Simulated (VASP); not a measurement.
Wanted: the native input for a VASP 6.6.1 run.

```
Task                   : single point
Functional             : LDA
Potentials or basis    : VASP PAW PBE potentials, release 64 (Lu)
Cutoff                 : 520 eV
k mesh                 : 8 × 8 × 8
Occupations            : gaussian, width 0.1 eV
Spin                   : non-collinear spin, typed start
Starting moments       : [[0.118, -0.173, 0.201]] μB
Dipole correction      : no
Further INCAR settings : ALGO = Fast; EDIFF = 1e-06; NBANDS = 36
```

The structure of Lu lies in POSCAR:

```
Lu
1.0
   -1.9541071088      1.9541071088      1.9541071088
    1.9541071088     -1.9541071088      1.9541071088
    1.9541071088      1.9541071088     -1.9541071088
Lu
1
Direct
    0.0000000000      0.0000000000      0.0000000000
```

This isn't the form of Lu at room conditions, which is hcp.

The input as run:

INCAR

```
ALGO = Fast
EDIFF = 1E-6
ENCUT = 520
GGA = CA
ISIF = 2
ISMEAR = 0
LASPH = T
LCHARG = F
LNONCOLLINEAR = T
LORBIT = 11
LREAL = F
LWAVE = F
MAGMOM = 0.118 -0.173 0.201
NBANDS = 36
NELM = 150
PREC = Accurate
SIGMA = 0.1
```

KPOINTS

```
k-points
0
Gamma
  8 8 8
```

Potentials or basis: VASP PAW PBE potentials, release 64 (Lu).

The run is started by

```bash
$ cat potpaw_PBE.64/Lu/POTCAR > POTCAR
$ mpirun -np 1 vasp_ncl > vasp.out
```

It gave:

* Pressure: -5.4 GPa
* Band gap on the k mesh: zero (bands 25 and 26 overlap by 3.43 eV)
* Net moment: 0.00 μB per cell
* Valence electrons inside the program's atomic spheres: Lu 23.14

Caveat: the cell stands under tension; the PAW data sets were made with another functional, which shifts forces and pressure a little; spin-orbit coupling is left out, which moves the levels of the heavy elements.

Wall time 24 min on 1 thread of Intel(R) Xeon(R) Platinum 8375C CPU @ 2.90GHz (Ice Lake) (shared host), peak memory 0.51 GiB.
